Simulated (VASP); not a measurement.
Write the native input for VASP 6.6.1 that does the following.

```yaml
Task: single point
Functional: PBEsol
Potentials_or_basis: VASP PAW PBE potentials, release 64 (Ni, O)
Cutoff: 520 eV
k_mesh: 12 × 12 × 6
Occupations: gaussian, width 0.05 eV
Spin: no spin polarisation
Dipole_correction: no
Further_INCAR_settings: ALGO = Normal; EDIFF = 1e-06; NBANDS = 18
```

The structure of NiO2 lies in POSCAR:

```
NiO2
1.0
    2.7304424938      0.0000000000      0.0000000000
   -1.3652212469      2.3646325632      0.0000000000
    0.0000000000      0.0000000000      5.1695467736
Ni O
1 2
Direct
    0.0000000000      0.0000000000      0.5000000000
    0.6666666667      0.3333333333      0.6373845568
    0.3333333333      0.6666666667      0.3626154432
```

This cell differs from its parent crystal: c/a of the conventional cell at fixed volume 1.8933.

These files were run (other wordings do the same):

INCAR

```
SYSTEM = NiO2
  PREC = Accurate
  ENCUT = 520
  EDIFF = 1E-6
  ISMEAR = 0
  SIGMA = 0.05
  LREAL = .False.
  LASPH = .True.
  NELM = 60
  ALGO = Normal
  ISIF = 2
  LWAVE = .False.
  LCHARG = .False.
  GGA = PS
  NBANDS = 18
```

KPOINTS

```
regular mesh
0
Gamma
  12 12 6
  0 0 0
```

Potentials or basis: VASP PAW PBE potentials, release 64 (Ni, O).

Launch:

```console
$ cat potpaw_PBE.64/Ni/POTCAR potpaw_PBE.64/O/POTCAR > POTCAR
$ mpirun -np 1 vasp_std > vasp.out
```

Results of the run:

* Pressure: 53.3 GPa
* Largest force: 6.179 eV/Å
* Band gap on the k mesh: 1.02 eV, indirect (least direct gap 1.64 eV)

Caveat: the PAW data sets were made with another functional, which shifts forces and pressure a little.

It took 64 s on 1 thread of Intel(R) Xeon(R) Platinum 8375C CPU @ 2.90GHz (Ice Lake) (shared host), peak memory 0.18 GiB.
